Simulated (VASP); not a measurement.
# Pt: single point with PBE

Crystal: Pt.

```
CELL_PARAMETERS angstrom
2.66200 0.00000 0.00000
-1.33100 2.30536 0.00000
0.00000 0.00000 4.78138
ATOMIC_POSITIONS crystal
Pt 0.66667 0.33333 0.75000
Pt 0.33333 0.66667 0.25000
```

```json
{
 "Program": "VASP 6.6.1",
 "Task": "single point",
 "Functional": "PBE",
 "Potentials or basis": "VASP PAW PBE potentials, release 64 (Pt)",
 "Cutoff": "520 eV",
 "k mesh": "18 × 18 × 10",
 "Occupations": "gaussian, width 0.15 eV",
 "Spin": "no spin polarisation",
 "Dipole correction": "no",
 "Further INCAR settings": "ALGO = Fast; EDIFF = 1e-06; NBANDS = 17"
}
```

```
Pressure               : 22.2 GPa
Band gap on the k mesh : zero (band 10 reaches 12.48 eV, above the bottom of band 11 at 10.95 eV)
```

Stress tensor (GPa, compression positive):
```
27.07  0.00  0.00
 0.00 27.07  0.00
 0.00  0.00 12.55
```

Levels at points of the mesh, in eV from the Fermi level:
```csv
k point,band 7,band 8,band 9,band 10,band 11,band 12,band 13,band 14
"(0.00, 0.00, 0.00)",-3.51,-1.76,-1.76,-1.28,-0.20,-0.20,4.74,15.11
"(0.50, 0.00, 0.00)",-2.78,-0.08,0.55,0.73,2.49,4.12,7.69,8.94
"(0.00, 0.00, 0.50)",-3.82,-3.82,-0.81,-0.81,-0.81,-0.81,11.70,11.70
"(0.50, 0.00, 0.50)",-1.00,-1.00,0.65,0.65,1.70,1.70,7.24,7.24
```

It took 85 s on 1 thread of Intel(R) Xeon(R) Platinum 8259CL CPU @ 2.50GHz (Skylake/Cascade Lake), on a shared host, peak memory 0.21 GiB.

Caveat: spin-orbit coupling is left out, which moves the levels of the heavy elements.
